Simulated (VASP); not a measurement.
# PtS2 (P1) in VASP: further runs

The runs below take PtS2 through single point, with PBE.

Everything below comes from runs of VASP 6.6.1. Logs are shortened: lines on timing, memory, paths and dates and some standing lists are left out, and cuts for length are marked.

### 1 The cell of the first run

The typed cell holds 3 atoms: a = 3.543 Å, b = 3.543 Å, c = 5.039 Å, α = 90.00°, β = 90.00°, γ = 120.00°.

### 2 Single point, PBE (all S atoms moved -0.100 Å, as atom 2 along Cartesian [1 -1 0])

INCAR

```
SYSTEM = PtS2
PREC = Accurate
ENCUT = 520
EDIFF = 1E-6
ISMEAR = 0
SIGMA = 0.05
LREAL = .FALSE.
LASPH = .TRUE.
NELM = 80
ALGO = Normal
ISIF = 2
LWAVE = .FALSE.
LCHARG = .FALSE.
GGA = PE
NBANDS = 18
```

KPOINTS

```
Automatic mesh
0
G
  12 12 8
  0 0 0
```

POSCAR

```
PtS2
1.0
    3.5431994758      0.0000000000      0.0000000000
   -1.7715997379      3.0685007567      0.0000000000
    0.0000000000      0.0000000000      5.0388000000
Pt S
1 2
Direct
    0.0000000000      0.0000000000      0.0000000000
    0.3248986264      0.6897107145      0.2500000000
    0.6582319598      0.3563773811      0.7500000000
```

Potentials or basis: VASP PAW PBE potentials, release 64 (Pt, S).

The run is started by

```
cat potpaw_PBE.64/Pt/POTCAR potpaw_PBE.64/S/POTCAR > POTCAR
mpirun -np 1 vasp_std > vasp.out
```

OUTCAR:

```text
SYSTEM = PtS2
   PREC = Accurate
   ENCUT = 520
   EDIFF = 1E-6
   ISMEAR = 0
   LREAL = .FALSE.
   LASPH = .TRUE.
   NELM = 80
   ISIF = 2
   GGA = PE

 ion  position               nearest neighbor table
   1  0.000  0.000  0.000-   2 2.32   3 2.34   3 2.38   2 2.43   2 2.46   3 2.49
   2  0.325  0.690  0.250-   1 2.32   1 2.43   1 2.46
   3  0.658  0.356  0.750-   1 2.34   1 2.38   1 2.49

  LATTYP: Found a hexagonal cell.
 ALAT       =     3.5431994758
 C/A-ratio  =     1.4221045229

  Lattice vectors:

 A1 = (   3.5431994758,   0.0000000000,   0.0000000000)
 A2 = (  -1.7715997379,   3.0685007567,   0.0000000000)
 A3 = (   0.0000000000,   0.0000000000,   5.0388000000)

Analysis of symmetry for initial positions (statically):
=====================================================================
 Subroutine PRICEL returns:
 Original cell was already a primitive cell.

 Routine SETGRP: Setting up the symmetry group for a
 hexagonal supercell.

 Subroutine GETGRP returns: Found  1 space group operations
 (whereof  1 operations were pure point group operations)
 out of a pool of 24 trial point group operations.

The static configuration has the point symmetry C_1 .

Analysis of symmetry for dynamics (positions and initial velocities):
=====================================================================
 Subroutine PRICEL returns:
 Original cell was already a primitive cell.

 Routine SETGRP: Setting up the symmetry group for a
 hexagonal supercell.

 Subroutine GETGRP returns: Found  1 space group operations
 (whereof  1 operations were pure point group operations)
 out of a pool of 24 trial point group operations.

The dynamic configuration has the point symmetry C_1 .

 Subroutine INISYM returns: Found  1 space group operations
 (whereof  1 operations are pure point group operations),
 and found     1 'primitive' translations

----------------------------------------------------------------------------------------

                                     Primitive cell

  volume of cell :      54.7834

  direct lattice vectors                    reciprocal lattice vectors
     3.543199476  0.000000000  0.000000000     0.282230794  0.162946025  0.000000000
    -1.771599738  3.068500757  0.000000000     0.000000000  0.325892049  0.000000000
     0.000000000  0.000000000  5.038800000     0.000000000  0.000000000  0.198459951

  length of vectors
     3.543199476  3.543199476  5.038800000     0.325892049  0.325892049  0.198459951

  position of ions in fractional coordinates (direct lattice)
     0.000000000  0.000000000  0.000000000
     0.324898626  0.689710715  0.250000000
     0.658231960  0.356377381  0.750000000

  ion indices of the primitive-cell ions
   primitive index   ion index
                 1           1
                 2           2
                 3           3

----------------------------------------------------------------------------------------

 KPOINTS: Automatic mesh

Automatic generation of k-mesh.
 Grid dimensions read from file:
 generate k-points for:   12   12    8

 Generating k-lattice:

  Cartesian coordinates                     Fractional coordinates (reciprocal lattice)
     0.023519233  0.013578835  0.000000000     0.083333333  0.000000000  0.000000000
     0.000000000  0.027157671  0.000000000     0.000000000  0.083333333  0.000000000
     0.000000000  0.000000000  0.024807494     0.000000000  0.000000000  0.125000000

  Length of vectors
     0.027157671  0.027157671  0.024807494

  Shift w.r.t. Gamma in fractional coordinates (k-lattice)
     0.000000000  0.000000000  0.000000000

 Subroutine IBZKPT returns following result:
 ===========================================

 Found    580 irreducible k-points:

 Following reciprocal coordinates:
            Coordinates               Weight
  0.000000  0.000000  0.000000      1.000000
  0.083333  0.000000  0.000000      2.000000
  0.000000  0.083333  0.000000      2.000000
 -0.083333  0.083333  0.000000      2.000000
  0.166667  0.000000  0.000000      2.000000
  0.000000  0.166667  0.000000      2.000000
[... 16 lines left out ...]
  0.166667  0.083333  0.000000      2.000000
 -0.083333  0.250000  0.000000      2.000000
 [... further k-points ...]
   k-points           NKPTS =    580   k-points in BZ     NKDIM =    580   number of bands    NBANDS=     18
   number of dos      NEDOS =    301   number of ions     NIONS =      3
   total plane-waves  NPLWV =  31360
   dimension x,y,z NGX =    28 NGY =   28 NGZ =   40
   dimension x,y,z NGXF=    56 NGYF=   56 NGZF=   80
   ions per type =               1   2
   NGX,Y,Z   is equivalent  to a cutoff of  13.14, 13.14, 13.20 a.u.
   NGXF,Y,Z  is equivalent  to a cutoff of  26.28, 26.28, 26.39 a.u.
 SYSTEM =  PtS2
   PREC   = accura    normal or accurate (medium, high low for compatibility)
   ISTART =      0    job   : 0-new  1-cont  2-samecut
   ICHARG =      2    charge: 1-file 2-atom 10-const
   ISPIN  =      1    spin polarized calculation?
   LNONCOLLINEAR =      F non collinear calculations
   LSORBIT =      F    spin-orbit coupling
   LASPH  =      T    aspherical Exc in radial PAW
   ENCUT  =  520.0 eV  38.22 Ry    6.18 a.u.   6.59  6.59  9.37*2*pi/ulx,y,z
   NELM   =     80;   NELMIN=  2; NELMDL= -5     # of ELM steps
   EDIFF  = 0.1E-05   stopping-criterion for ELM
   LREAL  =      F    real-space projection
   EDIFFG = 0.1E-04   stopping-criterion for IOM
   NSW    =      0    number of steps for IOM
   IBRION =     -1    ionic relax: 0-MD 1-quasi-New 2-CG
   NFREE  =      0    steps in history (QN), initial steepest desc. (CG)
   ISIF   =      2    stress and relaxation
   ISYM   =      2    0-nonsym 1-usesym 2-fastsym
   POTIM  = 0.5000    time-step for ionic-motion
   TEBEG  =    0.0;   TEEND  =   0.0 temperature during run
   PSTRESS=    0.0 pullay stress
   NELECT =      22.0000    total number of electrons
   NUPDOWN=      -1.0000    fix difference up-down
   EMIN   =  10.00;   EMAX   =-10.00  energy-range for DOS
   EFERMI =   0.00;   METHOD = LEGACY
   ISMEAR =     0;   SIGMA  =   0.05  broadening in eV -4-tet -1-fermi 0-gaus
   EFERMI_NEDOS =   21; number of points for ismear=-14 and -15
   IALGO  =     38    algorithm
   IMIX   =      4    mixing-type and parameters
     AMIX     =   0.40;   BMIX     =  1.00
     AMIX_MAG =   1.60;   BMIX_MAG =  1.00
  volume/ion in A,a.u.               =      18.26       123.23
  Fermi-wavevector in a.u.,A,eV,Ry     =   1.207812  2.282434 19.848319  1.458810
  Thomas-Fermi vector in A             =   2.343439
   LORBIT       =      0    0 simple, 1 ext, 2 COOP (PROOUT), +10 PAW based schemes
   GGA     = PE    functional components
   LHFCALC =     F    Hartree Fock is set to
   AEXX    =    0.0000 exact exchange contribution
   IVDW    =     0    specifies the selected vdW correction
   LEPSILON=     F    determine dielectric tensor
   LRPA    =     F    only Hartree local field effects (RPA)
 non-spin polarized calculation
 Gauss-broadening in eV      SIGMA  =   0.05
  energy-cutoff  :      520.00
  volume of cell :       54.78
 maximum number of plane-waves:      1507
   NGX = 13   NGY = 13   NGZ = 19

 number of electron      22.0000001 magnetization

 Free energy of the ion-electron system (eV)
  ---------------------------------------------------
  ext. energy  EPLUGINS =         0.00000000
  ---------------------------------------------------
  free energy    TOTEN  =       -15.28336140 eV

  energy without entropy =      -15.28336140  energy(sigma->0) =      -15.28336140

 E-fermi :   7.0677     XC(G=0): -10.6929

 val. band max:        6.8103545277   @ k =   0.0000   0.0000   0.0000
 cond. band min:       7.3796205493   @ k =  -0.2500   0.0000   0.3750
 fundamental gap:      0.5692660216
 Fermi energy:         7.0677477272

 k-point     1 :       0.0000    0.0000    0.0000
  band No.  band energies     occupation
      1      -8.4015      2.00000
      2      -5.5995      2.00000
      3      -0.2183      2.00000
      4       0.4174      2.00000
      5       0.4228      2.00000
      6       2.9642      2.00000
[... 10 lines left out ...]
     17      14.9093      0.00000
     18      19.4595      0.00000

 k-point     2 :       0.0833    0.0000    0.0000
  band No.  band energies     occupation
      1      -8.3147      2.00000
      2      -5.6360      2.00000
      3      -0.1207      2.00000
      4       0.4121      2.00000
      5       0.5347      2.00000
      6       2.7579      2.00000
[... 10 lines left out ...]
     17      15.2000      0.00000
     18      18.2094      0.00000

 k-point     3 :       0.0000    0.0833    0.0000
  band No.  band energies     occupation
      1      -8.3147      2.00000
      2      -5.6363      2.00000
      3      -0.1211      2.00000
      4       0.4290      2.00000
      5       0.5188      2.00000
      6       2.7863      2.00000
[... 10 lines left out ...]
     17      15.1723      0.00000
     18      18.2086      0.00000

 k-point     4 :      -0.0833    0.0833    0.0000
  band No.  band energies     occupation
      1      -8.3146      2.00000
      2      -5.6367      2.00000
      3      -0.1216      2.00000
      4       0.4576      2.00000
      5       0.4913      2.00000
      6       2.8366      2.00000
[... 10 lines left out ...]
     17      15.1412      0.00000
     18      18.2044      0.00000

 k-point     5 :       0.1667    0.0000    0.0000
  band No.  band energies     occupation
      1      -8.0635      2.00000
      2      -5.7354      2.00000
      3       0.1508      2.00000
      4       0.5198      2.00000
      5       0.7341      2.00000
      6       2.3504      2.00000
[... 10 lines left out ...]
     17      15.8227      0.00000
     18      16.6923      0.00000

 k-point     6 :       0.0000    0.1667    0.0000
  band No.  band energies     occupation
      1      -8.0635      2.00000
      2      -5.7366      2.00000
      3       0.1498      2.00000
      4       0.5495      2.00000
      5       0.7088      2.00000
      6       2.3727      2.00000
[... 10 lines left out ...]
     17      15.8031      0.00000
     18      16.6862      0.00000

 k-point     7 :      -0.1667    0.1667    0.0000
  band No.  band energies     occupation
      1      -8.0635      2.00000
      2      -5.7378      2.00000
      3       0.1490      2.00000
      4       0.5974      2.00000
      5       0.6653      2.00000
      6       2.4022      2.00000
[... 10 lines left out ...]
     17      15.7825      0.00000
     18      16.6803      0.00000

 k-point     8 :       0.2500   -0.0000    0.0000
  band No.  band energies     occupation
      1      -7.6784      2.00000
      2      -5.8736      2.00000
      3       0.4709      2.00000
      4       0.7472      2.00000
      5       0.9810      2.00000
      6       1.7459      2.00000
[... 10 lines left out ...]
     17      15.7148      0.00000
     18      16.0672      0.00000
[... 229 lines left out ...]
     17      14.7973      0.00000
     18      18.0960      0.00000

 k-point    20 :       0.0833    0.0833    0.0000
  band No.  band energies     occupation
      1      -8.1456      2.00000
      2      -5.7037      2.00000
      3       0.0662      2.00000
      4       0.4767      2.00000
      5       0.6744      2.00000
      6       2.5071      2.00000
[... 10 lines left out ...]
     17      15.7047      0.00000
     18      17.0394      0.00000

 k-point    21 :      -0.0833    0.1667    0.0000
  band No.  band energies     occupation
      1      -8.1455      2.00000
      2      -5.7056      2.00000
      3       0.0638      2.00000
      4       0.5513      2.00000
      5       0.6052      2.00000
      6       2.6351      2.00000
[... 10 lines left out ...]
     17      15.6674      0.00000
     18      17.0506      0.00000

 k-point    22 :      -0.1667    0.0833    0.0000
  band No.  band energies     occupation
      1      -8.1456      2.00000
      2      -5.7047      2.00000
      3       0.0650      2.00000
      4       0.5044      2.00000
      5       0.6495      2.00000
      6       2.5520      2.00000
[... 10 lines left out ...]
     17      15.6863      0.00000
     18      17.0447      0.00000

 k-point    23 :       0.1667    0.0833    0.0000
  band No.  band energies     occupation
      1      -7.8268      2.00000
      2      -5.8207      2.00000
      3       0.3832      2.00000
      4       0.6448      2.00000
      5       0.8804      2.00000
      6       2.0630      2.00000
[... 10 lines left out ...]
     17      15.8880      0.00000
     18      16.3023      0.00000

 k-point    24 :      -0.0833    0.2500    0.0000
  band No.  band energies     occupation
      1      -7.8266      2.00000
      2      -5.8242      2.00000
      3       0.3863      2.00000
      4       0.7085      2.00000
      5       0.8226      2.00000
      6       2.1129      2.00000
[... 10 lines left out ...]
     17      15.9326      0.00000
     18      16.2539      0.00000

 [... further k-points ...]

------------------------ aborting loop because EDIFF is reached ----------------------------------------

  FORCE on cell =-STRESS in cart. coord.  units (eV):
  Direction    XX          YY          ZZ          XY          YZ          ZX
  --------------------------------------------------------------------------------------
  -------------------------------------------------------------------------------------
  Total        1.2111779      1.2092669      0.2688271     -0.0947424     -0.0001655      0.1761177
  in kB       35.4217121     35.3658253      7.8620295     -2.7708064     -0.0048388      5.1506793
  external PRESSURE =      26.2165223 kB  Pullay stress =       0.0000000 kB

 VOLUME and BASIS-vectors are now :
 -----------------------------------------------------------------------------
  energy-cutoff  :      520.00
  volume of cell :       54.78
      direct lattice vectors                 reciprocal lattice vectors
     3.543199476  0.000000000  0.000000000     0.282230794  0.162946025  0.000000000
    -1.771599738  3.068500757  0.000000000     0.000000000  0.325892049  0.000000000
     0.000000000  0.000000000  5.038800000     0.000000000  0.000000000  0.198459951

 POSITION                                       TOTAL-FORCE (eV/Angst)
 -----------------------------------------------------------------------------------
      0.00000      0.00000      0.00000        -1.142742      1.142595     -0.010776
     -0.07071      2.11638      1.25970         0.641507     -0.571371     -0.272516
      1.70089      1.09354      3.77910         0.501235     -0.571224      0.283293
 -----------------------------------------------------------------------------------
    total drift:                                0.000011      0.000010     -0.000003

  FREE ENERGIE OF THE ION-ELECTRON SYSTEM (eV)
  ---------------------------------------------------
  free  energy   TOTEN  =       -15.2833614038 eV

  energy  without entropy=      -15.2833614038  energy(sigma->0) =      -15.28336140
```

It took 11 min on 1 thread of Intel Xeon 8259CL, shared host; peak memory 0.61 GiB.

What came out:

```yaml
Free_energy: -15.2834 eV
Pressure: 2.6 GPa
Largest_force: 1.616 eV/Å
Band_gap_on_the_k_mesh: 0.57 eV (least direct gap 0.81 eV)
```

Forces in eV/Å, atoms in the order of the input:
```
Pt  -1.143  1.143 -0.011
S    0.642 -0.571 -0.273
S    0.501 -0.571  0.283
```

Stress tensor (GPa, compression positive):
```
 3.54 -0.28  0.52
-0.28  3.54  0.00
 0.52  0.00  0.79
```

Caveat: the cell differs from its parent crystal (all S atoms moved -0.100 Å, as atom 2 along Cartesian [1 -1 0]); spin-orbit coupling is left out, which moves the levels of the heavy elements; forces of over 1 eV/Å act on the atoms, so gaps and moduli don't describe the material at rest.

### 3 Single point, PBE (all S atoms moved +0.050 Å, as atom 2 along Cartesian [1 -1 0])

INCAR

```
PREC = Accurate
ENCUT = 520
EDIFF = 1E-6
ISMEAR = 0
SIGMA = 0.05
LREAL = F
LASPH = T
NELM = 60
ALGO = Normal
ISIF = 2
LWAVE = F
LCHARG = F
GGA = PE
NBANDS = 18
```

KPOINTS

```
Automatic mesh
0
Gamma
  12 12 8
```

POSCAR

```
PtS2
1.0
    3.5431994758      0.0000000000      0.0000000000
   -1.7715997379      3.0685007567      0.0000000000
    0.0000000000      0.0000000000      5.0388000000
Pt S
1 2
Direct
    0.0000000000      0.0000000000      0.0000000000
    0.3375506868      0.6551446428      0.2500000000
    0.6708840201      0.3218113094      0.7500000000
```

Potentials or basis: VASP PAW PBE potentials, release 64 (Pt, S).

The run is started by

```
cat potpaw_PBE.64/Pt/POTCAR potpaw_PBE.64/S/POTCAR > POTCAR
mpirun -np 1 vasp_std > vasp.out
```

Wall time 11 min (1 thread of Intel Xeon 8259CL, shared host); peak memory 0.62 GiB.

It converged, with:

```
Free energy            : -15.3438 eV
Pressure               : 2.1 GPa
Largest force          : 0.805 eV/Å
Band gap on the k mesh : 0.57 eV (least direct gap 0.80 eV)
```

Forces on the atoms (eV/Å):
```
Pt   0.569 -0.569  0.001
S   -0.267  0.285 -0.346
S   -0.302  0.284  0.344
```

Stress tensor (GPa, compression positive):
```
 2.99 -0.07  0.13
-0.07  2.99  0.00
 0.13  0.00  0.33
```

Levels at points of the mesh, in eV from the valence-band top:
| k point | band 8 | band 9 | band 10 | band 11 | band 12 | band 13 | band 14 | band 15 |
| --- | --- | --- | --- | --- | --- | --- | --- | --- |
| (0.00, 0.00, 0.00) | -2.24 | -1.09 | -1.08 | 0.00 | 1.77 | 1.78 | 4.54 | 5.26 |
| (0.50, 0.00, 0.00) | -3.23 | -3.05 | -3.00 | -2.50 | 1.28 | 2.39 | 5.38 | 6.38 |
| (0.00, 0.50, 0.00) | -3.23 | -3.05 | -2.99 | -2.51 | 1.28 | 2.41 | 5.39 | 6.37 |
| (0.50, 0.50, 0.00) | -3.22 | -3.05 | -2.99 | -2.52 | 1.28 | 2.42 | 5.40 | 6.36 |
| (0.00, 0.00, 0.50) | -2.86 | -1.45 | -1.41 | -1.23 | 2.43 | 2.44 | 5.55 | 6.96 |
| (0.50, 0.00, 0.50) | -3.08 | -2.83 | -2.52 | -1.48 | 1.37 | 2.08 | 4.94 | 5.29 |
| (0.00, 0.50, 0.50) | -3.08 | -2.80 | -2.57 | -1.48 | 1.38 | 2.08 | 4.94 | 5.28 |
| (0.50, 0.50, 0.50) | -3.09 | -2.74 | -2.63 | -1.48 | 1.39 | 2.09 | 4.94 | 5.27 |

Caveat: the cell differs from its parent crystal (all S atoms moved +0.050 Å, as atom 2 along Cartesian [1 -1 0]); spin-orbit coupling is left out, which moves the levels of the heavy elements.
